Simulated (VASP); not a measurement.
Write the native input for VASP 6.6.1 that does the following.

* Task: single point
* Functional: LDA
* Potentials or basis: VASP PAW LDA potentials, release 64 (Al, P)
* Cutoff: 500 eV
* k mesh: 8 × 8 × 8
* Occupations: gaussian, width 0.01 eV
* Spin: no spin polarisation
* Dipole correction: no
* Further INCAR settings: ALGO = Normal; EDIFF = 1e-06; NBANDS = 11

The structure of AlP lies in POSCAR:

```
AlP
1.0
    2.6565642851      2.6565642851      0.0000000000
   -2.6565642851      2.6565642851      0.0000000000
    0.0000000000      2.6565642851      2.6565642851
Al P
1 1
Direct
    0.0000000000      0.0000000000      0.0000000000
    0.7500000000      0.2500000000      0.5000000000
```

The input as run:

INCAR

```
ALGO = Normal ; EDIFF = 1E-6
ENCUT = 500 ; GGA = CA
GGA_COMPAT = False ; ISIF = 2
ISMEAR = 0 ; LASPH = True
LCHARG = True ; LELF = True
LREAL = False ; LVHAR = True
LWAVE = False ; NBANDS = 11
NELM = 120 ; PREC = Accurate
SIGMA = 0.01
```

KPOINTS

```
k-points
0
Gamma
  8 8 8
```

Potentials or basis: VASP PAW LDA potentials, release 64 (Al, P).

Command:

```console
$ cat potpaw_LDA.64/Al/POTCAR potpaw_LDA.64/P/POTCAR > POTCAR
$ mpirun -np 1 vasp_std > vasp.out
```

It gave:

- Pressure: 7.1 GPa
- Band gap on the k mesh: 1.27 eV, indirect (least direct gap 3.57 eV)

Wall time 22 s on 1 thread of AMD EPYC 7R43 64-Core Processor (Zen 3) (shared host), peak memory 0.1 GiB.
